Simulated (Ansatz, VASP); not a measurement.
# Two plane-wave programs on CdH4C4N2Cl2

```
Cd H C N Cl
1.0
     5.88182   -3.79553   -0.06023
     5.88182    3.79553   -0.06023
    -0.26714    0.00000    3.76592
Cd H C N Cl
1 4 4 2 2
Direct
  0.00000 0.00000 0.00000
  0.17172 0.50394 0.18241
  0.49606 0.82828 0.81759
  0.82828 0.49606 0.81759
  0.50394 0.17172 0.18241
  0.31842 0.50187 0.09858
  0.49813 0.68158 0.90142
  0.68158 0.49813 0.90142
  0.50187 0.31842 0.09858
  0.31722 0.68278 0.00000
  0.68278 0.31722 0.00000
  0.84286 0.84286 0.45962
  0.15714 0.15714 0.54038
```

Alike in both runs: functional PBE; dispersion D3(BJ); k mesh 4 × 4 × 6; occupations gaussian, width 0.02 eV; no spin polarisation.

Ansatz relaxed the structure, and its values are those at the end. VASP's run is a single point on that final structure, the one shown.

|  | VASP | Ansatz |
| --- | --- | --- |
| version | VASP 6.6.1 | Ansatz 0.2.0 |
| potentials or method | VASP PAW PBE potentials, release 64 (Cd, H, C, N, Cl), cutoff 520 eV | scalar-relativistic, plane waves, PAW |
| valence electrons in the cell | 56 | 64 |

```csv
,VASP,Ansatz,Ansatz less VASP
gap on the k mesh at the Fermi level (eV),2.54,2.55,+0.010
least direct gap on the mesh (eV),2.78,2.80,+0.012
pressure (GPa),0.2,0.0,-0.19
rms of the force components (eV/Å),0.026,0.003,-0.0226
```

VASP's potentials hold 56 valence electrons a cell and Ansatz's 64, so a difference there can come from the potentials and not from the codes.
